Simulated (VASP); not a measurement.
# O (Pm-3m) in VASP: single point with PBEsol

Aim: the single point of O with PBEsol.

Everything below comes from runs of VASP 6.6.1. Logs are shortened: lines on timing, memory, paths and dates and some standing lists are left out, and cuts for length are marked.

## (1) The cell of the first run

Symmetry: Pm-3m, No. 221, cubic system. Conventional cell: a = 4.065 Å, b = 4.065 Å, c = 4.065 Å, α = 90.00°, β = 90.00°, γ = 90.00°. Within 3.8 Å of O (site symmetry 4/mmm) lie 8 O at 2.87 Å.

## (2) Single point, PBEsol

Input file INCAR:

```
SYSTEM = O
ALGO = Normal
EDIFF = 1E-6
ENCUT = 520
GGA = PS
ISIF = 2
ISMEAR = -1
LASPH = .TRUE.
LCHARG = .FALSE.
LREAL = .FALSE.
LWAVE = .FALSE.
NBANDS = 16
NELM = 80
PREC = Accurate
SIGMA = 0.05
```

Input file KPOINTS:

```
k-points
0
G
  6 6 6
  0 0 0
```

Input file POSCAR:

```
O
1.0
    4.0647320000      0.0000000000      0.0000000000
    0.0000000000      4.0647320000      0.0000000000
    0.0000000000      0.0000000000      4.0647320000
O
3
Direct
    0.5000000000      0.5000000000      0.0000000000
    0.5000000000      0.0000000000      0.5000000000
    0.0000000000      0.5000000000      0.5000000000
```

Potentials or basis: VASP PAW PBE potentials, release 64 (O).

Run with:

```bash
$ cat potpaw_PBE.64/O/POTCAR > POTCAR
$ mpirun -np 1 vasp_std > vasp.out
```

OUTCAR:

```text
SYSTEM = O
   EDIFF = 1E-6
   ENCUT = 520
   GGA = PS
   ISIF = 2
   ISMEAR = -1
   LASPH = .TRUE.
   LREAL = .FALSE.
   NELM = 80
   PREC = Accurate

 ion  position               nearest neighbor table
   1  0.500  0.500  0.000-
   2  0.500  0.000  0.500-
   3  0.000  0.500  0.500-

  LATTYP: Found a simple cubic cell.
 ALAT       =     4.0647320000

  Lattice vectors:

 A1 = (   4.0647320000,   0.0000000000,   0.0000000000)
 A2 = (   0.0000000000,   4.0647320000,   0.0000000000)
 A3 = (   0.0000000000,   0.0000000000,   4.0647320000)

Analysis of symmetry for initial positions (statically):
=====================================================================
 Subroutine PRICEL returns:
 Original cell was already a primitive cell.

 Routine SETGRP: Setting up the symmetry group for a
 simple cubic supercell.

 Subroutine GETGRP returns: Found 48 space group operations
 (whereof 48 operations were pure point group operations)
 out of a pool of 48 trial point group operations.

The static configuration has the point symmetry O_h .

Analysis of symmetry for dynamics (positions and initial velocities):
=====================================================================
 Subroutine PRICEL returns:
 Original cell was already a primitive cell.

 Routine SETGRP: Setting up the symmetry group for a
 simple cubic supercell.

 Subroutine GETGRP returns: Found 48 space group operations
 (whereof 48 operations were pure point group operations)
 out of a pool of 48 trial point group operations.

The dynamic configuration has the point symmetry O_h .

 Subroutine INISYM returns: Found 48 space group operations
 (whereof 48 operations are pure point group operations),
 and found     1 'primitive' translations

----------------------------------------------------------------------------------------

                                     Primitive cell

  volume of cell :      67.1577

  direct lattice vectors                    reciprocal lattice vectors
     4.064732000  0.000000000  0.000000000     0.246018680  0.000000000  0.000000000
     0.000000000  4.064732000  0.000000000     0.000000000  0.246018680  0.000000000
     0.000000000  0.000000000  4.064732000     0.000000000  0.000000000  0.246018680

  length of vectors
     4.064732000  4.064732000  4.064732000     0.246018680  0.246018680  0.246018680

  position of ions in fractional coordinates (direct lattice)
     0.500000000  0.500000000  0.000000000
     0.500000000  0.000000000  0.500000000
     0.000000000  0.500000000  0.500000000

  ion indices of the primitive-cell ions
   primitive index   ion index
                 1           1
                 2           2
                 3           3

----------------------------------------------------------------------------------------

 KPOINTS: k-points

Automatic generation of k-mesh.
 Grid dimensions read from file:
 generate k-points for:    6    6    6

 Generating k-lattice:

  Cartesian coordinates                     Fractional coordinates (reciprocal lattice)
     0.041003113  0.000000000  0.000000000     0.166666667  0.000000000  0.000000000
     0.000000000  0.041003113  0.000000000     0.000000000  0.166666667  0.000000000
     0.000000000  0.000000000  0.041003113     0.000000000  0.000000000  0.166666667

  Length of vectors
     0.041003113  0.041003113  0.041003113

  Shift w.r.t. Gamma in fractional coordinates (k-lattice)
     0.000000000  0.000000000  0.000000000

 Subroutine IBZKPT returns following result:
 ===========================================

 Found     20 irreducible k-points:

 Following reciprocal coordinates:
            Coordinates               Weight
  0.000000  0.000000  0.000000      1.000000
  0.166667  0.000000  0.000000      6.000000
  0.333333  0.000000  0.000000      6.000000
  0.500000  0.000000  0.000000      3.000000
  0.166667  0.166667  0.000000     12.000000
  0.333333  0.166667  0.000000     24.000000
[... 12 lines left out ...]
  0.500000  0.500000  0.333333      6.000000
  0.500000  0.500000  0.500000      1.000000
   k-points           NKPTS =     20   k-points in BZ     NKDIM =     20   number of bands    NBANDS=     16
   number of dos      NEDOS =    301   number of ions     NIONS =      3
   total plane-waves  NPLWV =  27000
   dimension x,y,z NGX =    30 NGY =   30 NGZ =   30
   dimension x,y,z NGXF=    60 NGYF=   60 NGZF=   60
   ions per type =               3
   NGX,Y,Z   is equivalent  to a cutoff of  12.27, 12.27, 12.27 a.u.
   NGXF,Y,Z  is equivalent  to a cutoff of  24.54, 24.54, 24.54 a.u.
 SYSTEM =  O
   PREC   = accura    normal or accurate (medium, high low for compatibility)
   ISTART =      0    job   : 0-new  1-cont  2-samecut
   ICHARG =      2    charge: 1-file 2-atom 10-const
   ISPIN  =      1    spin polarized calculation?
   LNONCOLLINEAR =      F non collinear calculations
   LSORBIT =      F    spin-orbit coupling
   LASPH  =      T    aspherical Exc in radial PAW
   ENCUT  =  520.0 eV  38.22 Ry    6.18 a.u.   7.56  7.56  7.56*2*pi/ulx,y,z
   NELM   =     80;   NELMIN=  2; NELMDL= -5     # of ELM steps
   EDIFF  = 0.1E-05   stopping-criterion for ELM
   LREAL  =      F    real-space projection
   EDIFFG = 0.1E-04   stopping-criterion for IOM
   NSW    =      0    number of steps for IOM
   IBRION =     -1    ionic relax: 0-MD 1-quasi-New 2-CG
   NFREE  =      0    steps in history (QN), initial steepest desc. (CG)
   ISIF   =      2    stress and relaxation
   ISYM   =      2    0-nonsym 1-usesym 2-fastsym
   POTIM  = 0.5000    time-step for ionic-motion
   TEBEG  =    0.0;   TEEND  =   0.0 temperature during run
   PSTRESS=    0.0 pullay stress
   NELECT =      18.0000    total number of electrons
   NUPDOWN=      -1.0000    fix difference up-down
   EMIN   =  10.00;   EMAX   =-10.00  energy-range for DOS
   EFERMI =   0.00;   METHOD = LEGACY
   ISMEAR =    -1;   SIGMA  =   0.05  broadening in eV -4-tet -1-fermi 0-gaus
   EFERMI_NEDOS =   21; number of points for ismear=-14 and -15
   IALGO  =     38    algorithm
   IMIX   =      4    mixing-type and parameters
     AMIX     =   0.40;   BMIX     =  1.00
     AMIX_MAG =   1.60;   BMIX_MAG =  1.00
  volume/ion in A,a.u.               =      22.39       151.07
  Fermi-wavevector in a.u.,A,eV,Ry     =   1.055521  1.994646 15.158599  1.114126
  Thomas-Fermi vector in A             =   2.190723
   LORBIT       =      0    0 simple, 1 ext, 2 COOP (PROOUT), +10 PAW based schemes
   GGA     = PS    functional components
   LHFCALC =     F    Hartree Fock is set to
   AEXX    =    0.0000 exact exchange contribution
   IVDW    =     0    specifies the selected vdW correction
   LEPSILON=     F    determine dielectric tensor
   LRPA    =     F    only Hartree local field effects (RPA)
 non-spin polarized calculation
  energy-cutoff  :      520.00
  volume of cell :       67.16
 maximum number of plane-waves:      1856
   NGX = 15   NGY = 15   NGZ = 15

 number of electron      17.9999983 magnetization

 Free energy of the ion-electron system (eV)
  ---------------------------------------------------
  ext. energy  EPLUGINS =         0.00000000
  ---------------------------------------------------
  free energy    TOTEN  =        -3.99375124 eV

  energy without entropy =       -3.91610499  energy(sigma->0) =       -3.95492811

 E-fermi :  -5.6739     XC(G=0):  -7.0123

 val. band max:       -5.6826095697   @ k =   0.3333   0.3333   0.0000
 cond. band min:      -5.6585640326   @ k =   0.1667   0.1667   0.0000
 fundamental gap:      0.0240455370
 Fermi energy:        -5.6739237374

 k-point     1 :       0.0000    0.0000    0.0000
  band No.  band energies     occupation
      1     -21.6027      2.00000
      2     -20.7150      2.00000
      3     -20.7150      2.00000
      4      -7.0742      2.00000
      5      -7.0742      2.00000
      6      -7.0742      2.00000
[... 8 lines left out ...]
     15      10.3971      0.00000
     16      10.3971      0.00000

 k-point     2 :       0.1667    0.0000    0.0000
  band No.  band energies     occupation
      1     -21.5518      2.00000
      2     -20.7691      2.00000
      3     -20.7124      2.00000
      4      -7.0056      2.00000
      5      -7.0056      2.00000
      6      -7.0016      2.00000
[... 8 lines left out ...]
     15       9.6339      0.00000
     16      10.6865      0.00000

 k-point     3 :       0.3333    0.0000    0.0000
  band No.  band energies     occupation
      1     -21.4198      2.00000
      2     -20.9081      2.00000
      3     -20.7073      2.00000
      4      -6.8355      2.00000
      5      -6.8355      2.00000
      6      -6.7780      2.00000
[... 8 lines left out ...]
     15       9.6218      0.00000
     16      11.3500      0.00000

 k-point     4 :       0.5000    0.0000    0.0000
  band No.  band energies     occupation
      1     -21.3123      2.00000
      2     -21.0191      2.00000
      3     -20.7046      2.00000
      4      -6.7179      2.00000
      5      -6.7179      2.00000
      6      -6.4723      2.00000
[... 8 lines left out ...]
     15       9.9253      0.00000
     16      11.7313      0.00000
[... 248 lines left out ...]
 k-point    18 :       0.5000    0.3333    0.3333
  band No.  band energies     occupation
      1     -21.0711      2.00000
      2     -20.9944      2.00000
      3     -20.9184      2.00000
      4      -7.6592      2.00000
      5      -6.9412      2.00000
      6      -6.8611      2.00000
[... 8 lines left out ...]
     15       9.1809      0.00000
     16       9.8441      0.00000

 k-point    19 :       0.5000    0.5000    0.3333
  band No.  band energies     occupation
      1     -20.9918      2.00000
      2     -20.9905      2.00000
      3     -20.9905      2.00000
      4      -7.7803      2.00000
      5      -7.0254      2.00000
      6      -6.8882      2.00000
[... 8 lines left out ...]
     15       8.9595      0.00000
     16       9.7946      0.00000

 k-point    20 :       0.5000    0.5000    0.5000
  band No.  band energies     occupation
      1     -20.9867      2.00000
      2     -20.9867      2.00000
      3     -20.9867      2.00000
      4      -7.9209      2.00000
      5      -7.0119      2.00000
      6      -7.0119      2.00000
[... 8 lines left out ...]
     15       9.6827      0.00000
     16       9.6827      0.00000

------------------------ aborting loop because EDIFF is reached ----------------------------------------

  FORCE on cell =-STRESS in cart. coord.  units (eV):
  Direction    XX          YY          ZZ          XY          YZ          ZX
  --------------------------------------------------------------------------------------
  -------------------------------------------------------------------------------------
  Total       -5.6543955     -5.6543955     -5.6543955      0.0000000     -0.0000000     -0.0000000
  in kB     -134.8966044   -134.8966044   -134.8966044      0.0000000     -0.0000000     -0.0000000
  external PRESSURE =    -134.8966044 kB  Pullay stress =       0.0000000 kB

 VOLUME and BASIS-vectors are now :
 -----------------------------------------------------------------------------
  energy-cutoff  :      520.00
  volume of cell :       67.16
      direct lattice vectors                 reciprocal lattice vectors
     4.064732000  0.000000000  0.000000000     0.246018680  0.000000000  0.000000000
     0.000000000  4.064732000  0.000000000     0.000000000  0.246018680  0.000000000
     0.000000000  0.000000000  4.064732000     0.000000000  0.000000000  0.246018680

 POSITION                                       TOTAL-FORCE (eV/Angst)
 -----------------------------------------------------------------------------------
      2.03237      2.03237      0.00000         0.000000      0.000000      0.000000
      2.03237      0.00000      2.03237         0.000000      0.000000      0.000000
      0.00000      2.03237      2.03237         0.000000      0.000000      0.000000
 -----------------------------------------------------------------------------------
    total drift:                                0.000000      0.000000     -0.000000

  FREE ENERGIE OF THE ION-ELECTRON SYSTEM (eV)
  ---------------------------------------------------
  free  energy   TOTEN  =        -3.9937512381 eV

  energy  without entropy=       -3.9161049897  energy(sigma->0) =       -3.95492811
```

Run time: 14 s. Hardware: 1 thread of Intel Xeon Platinum 8488C (Sapphire Rapids), shared host; peak memory 0.16 GiB.

Results:

```yaml
Free_energy: -3.9938 eV
Pressure: -13.5 GPa
Band_gap_on_the_k_mesh: zero (band 9 reaches -5.37 eV, above the bottom of band 10 at -6.02 eV)
```

Caveat: the PAW data sets were made with another functional, which shifts forces and pressure a little.
